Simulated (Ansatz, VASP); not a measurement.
# KF in VASP and in Ansatz

Contents of INCAR:

```
  PREC = Accurate
  ENCUT = 520
  EDIFF = 1E-7
  ISMEAR = 0
  SIGMA = 0.05
  LREAL = False
  LASPH = True
  NELM = 80
  ALGO = Normal
  ISIF = 2
  LWAVE = False
  LCHARG = False
  GGA = PE
  NBANDS = 15
```

KPOINTS

```
Automatic mesh
0
Gamma
  8 8 8
```

POSCAR

```
KF
1.0
   -0.1134038968      2.6258206647      2.6258206647
    2.6258206647     -0.1134038968      2.6258206647
    2.6258206647      2.6258206647     -0.1134038968
K F
1 1
Direct
    0.0000000000      0.0000000000      0.0000000000
    0.5000000000      0.5000000000      0.5000000000
```

Input for Ansatz:

```yaml
crystal:
  lattice:
    - [-0.1134038968, 2.6258206647, 2.6258206647]
    - [2.6258206647, -0.1134038968, 2.6258206647]
    - [2.6258206647, 2.6258206647, -0.1134038968]
  atoms:
    - { symbol: K, position: [0.0, 0.0, 0.0] }
    - { symbol: F, position: [0.5, 0.5, 0.5] }
basis:
  ecutwfc: 520.0
kpoints:
  mp_grid: { grid: [8, 8, 8] }
hamiltonian:
  xc: pbe
scf:
  occupations: { method: gaussian, width: 0.05 }
output:
  forces: true
  stress: true
  eigenvalues: true
```

Alike in both runs: task single point; functional PBE; k mesh 8 × 8 × 8; occupations gaussian, width 0.05 eV; no spin polarisation.

|  | VASP | Ansatz |
| --- | --- | --- |
| version | VASP 6.6.1 | Ansatz 0.2.0 |
| potentials or method | VASP PAW PBE potentials, release 64 (K_sv, F), cutoff 520 eV | scalar-relativistic, plane waves, PAW |
| valence electrons in the cell | 16 | 16 |

|  | VASP | Ansatz | Ansatz less VASP |
| --- | --- | --- | --- |
| gap on the k mesh at the Fermi level (eV) | 6.05 | 6.07 | +0.016 |
| least direct gap on the mesh (eV) | 6.05 | 6.07 | +0.016 |
| pressure (GPa) | 1.0 | 0.9 | -0.03 |
| traceless stress, the component that is largest in VASP (GPa) | 0.49 | 0.49 | +0.007 |
